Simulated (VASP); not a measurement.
## BP: relaxation of cell and atoms with HSE06

Crystal: BP.

```xyz
2
Lattice="0.0000 2.2840 2.2840 2.2840 0.0000 2.2840 2.2840 2.2840 0.0000" Properties=species:S:1:pos:R:3 pbc="T T T"
P     3.4260    3.4260    3.4260
B     0.0000    0.0000    0.0000
```

```yaml
Program: VASP 6.6.1
Task: relaxation of cell and atoms
Functional: HSE06
Potentials_or_basis: VASP PAW PBE potentials, release 64 (P, B)
Cutoff: 580 eV
k_mesh: 6 × 6 × 6
Occupations: gaussian, width 0.03 eV
Spin: no spin polarisation
Tolerance_level: standard
Purpose: cell
Passes: 2
Further_INCAR_settings: ALGO = Normal; EDIFF = 1e-07
Share_of_exact_exchange: 0.25
Grid_for_exact_exchange_PRECFOCK: Normal
Screening_parameter: 0.2 1/Å
```

```yaml
Relaxed_volume: 11.54 Å³/atom
Relaxed_cell: a = 3.196 Å, b = 3.196 Å, c = 3.196 Å, α = 60.00°, β = 60.00°, γ = 60.00°
Space_group_after_relaxing_to_0.1_Å: F-43m (No. 216)
Energy_gained_by_relaxing: 6.1 meV/atom
Ionic_steps: 4
Pressure_after_relaxing: 0.0 GPa
Band_gap_on_the_k_mesh: 2.06 eV (least direct gap 4.37 eV)
```

The path:
| step | energy change (eV) | largest force (eV/Å) | pressure (GPa) | volume (Å³) |
| --- | --- | --- | --- | --- |
| 1 | 0.0000 | 0.0000 | -5.25 | 23.83 |
| 2 | -0.0044 | 0.0000 | 4.63 | 22.51 |
| 3 | -0.0125 | 0.0000 | -0.01 | 23.09 |
| 4 | -0.0122 | 0.0000 | -0.01 | 23.09 |

Final structure:
```yaml
crystal:
  lattice:
    - [0.00000, 2.25999, 2.25999]
    - [2.25999, 0.00000, 2.25999]
    - [2.25999, 2.25999, 0.00000]
  atoms:
    - { symbol: P, position: [0.75000, 0.75000, 0.75000] }
    - { symbol: B, position: [0.00000, 0.00000, 0.00000] }
```

Levels at points of the mesh, in eV from the valence-band top:
```csv
k point,band 2,band 3,band 4,band 5,band 6,band 7
"(0.00, 0.00, 0.00)",0.00,0.00,0.00,4.37,4.37,4.37
"(0.50, 0.00, 0.00)",-10.10,-1.95,-1.95,4.84,5.75,5.75
"(0.50, 0.50, 0.00)",-9.65,-4.57,-4.57,2.06,2.42,13.97
```

Run time: 27 min on 1 thread of Intel(R) Xeon(R) Platinum 8259CL CPU @ 2.50GHz (Skylake/Cascade Lake), on a shared host, peak memory 0.26 GiB.

Caveat: the PAW data sets were made with another functional, which shifts forces and pressure a little. A k mesh can miss the band edges.
